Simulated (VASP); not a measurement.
Ti, 1 atom in the cell. It takes space group I4/mmm (No. 139, tetragonal). The conventional cell has a = 2.986 Å, b = 2.986 Å, c = 3.898 Å, α = 90.00°, β = 90.00°, γ = 90.00°. Within 3.8 Å of Ti (site symmetry 4/mmm) lie 12 Ti at 2.87 to 2.99 Å.  This cell differs from its parent crystal: strain +0.040 along x and y, -0.040 along z.

| Item | Value |
| --- | --- |
| Program | VASP 6.6.1 |
| Task | single point |
| Functional | r2SCAN |
| Potentials or basis | VASP PAW PBE potentials, release 64 (Ti_sv) |
| Cutoff | 520 eV |
| k mesh | 20 × 20 × 20 |
| Occupations | gaussian, width 0.15 eV |
| Spin | no spin polarisation |
| Dipole correction | no |
| Further INCAR settings | ALGO = Normal; EDIFF = 1e-07; NBANDS = 12 |

Potentials or basis: VASP PAW PBE potentials, release 64 (Ti_sv).

Run with:

```bash
$ cat potpaw_PBE.64/Ti_sv/POTCAR > POTCAR
$ cp INCAR.step1 INCAR
$ mpirun -np 1 vasp_std > vasp.out
$ cp INCAR.step2 INCAR
$ mpirun -np 1 vasp_std > vasp.out
```

Hardware: 1 thread of Intel(R) Xeon(R) Platinum 8375C CPU @ 2.90GHz (Ice Lake), with other jobs on the host.

Task: Estimate the wall time of this run.

Result: Wall time 5.2 min on 1 thread of Intel(R) Xeon(R) Platinum 8375C CPU @ 2.90GHz (Ice Lake) (shared host), peak memory 0.25 GiB. Counts: k points 641.
